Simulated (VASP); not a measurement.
Here is a VASP 6.6.1 calculation.

Contents of INCAR:

```
ALGO     = Normal         # electronic algorithm
EDIFF    = 1E-6           # SCF threshold, eV
ENCUT    = 520            # plane-wave cutoff, eV
GGA      = PE             # functional
ISIF     = 2              # what is computed and relaxed
ISMEAR   = 0              # smearing method
LASPH    = True           # aspherical terms in the spheres
LCHARG   = False          # write CHGCAR
LREAL    = False          # projectors in reciprocal space
LWAVE    = False          # write WAVECAR
NBANDS   = 20             # bands
NELM     = 60             # most SCF steps
PREC     = Accurate       # precision mode
SIGMA    = 0.01           # smearing width, eV
```

The input KPOINTS:

```
k-points
0
Gamma
  6 6 4
```

The input POSCAR:

```
SnSe2
1.0
    3.8362391461      0.0000000000      0.0000000000
   -1.9181195731      3.3222807430      0.0000000000
    0.0000000000      0.0000000000      6.1766369459
Sn Se
1 2
Direct
    0.0000000000      0.0000000000      0.0000000000
    0.3333333333      0.6666666667      0.2490000000
    0.6666666667      0.3333333333      0.7510000000
```

Potentials or basis: VASP PAW PBE potentials, release 64 (Sn_d, Se).

Run with:

```sh
$ cat potpaw_PBE.64/Sn_d/POTCAR potpaw_PBE.64/Se/POTCAR > POTCAR
$ mpirun -np 1 vasp_std > vasp.out
```

Estimate the largest force.

0.601 eV/Å.

What does it give for the pressure?

4.1 GPa.

Estimate the band gap on the k mesh.

0.80 eV, indirect (least direct gap 1.01 eV).

Forces in eV/Å, atoms in the order of the input:
```
Sn   0.000  0.000  0.000
Se   0.000  0.000  0.601
Se   0.000  0.000 -0.601
```

Caveat: spin-orbit coupling is left out, which moves the levels of the heavy elements; this functional lacks dispersion, which binds the layers, so the pressure and a relaxed spacing across them are unreliable. A k mesh can miss the band edges.
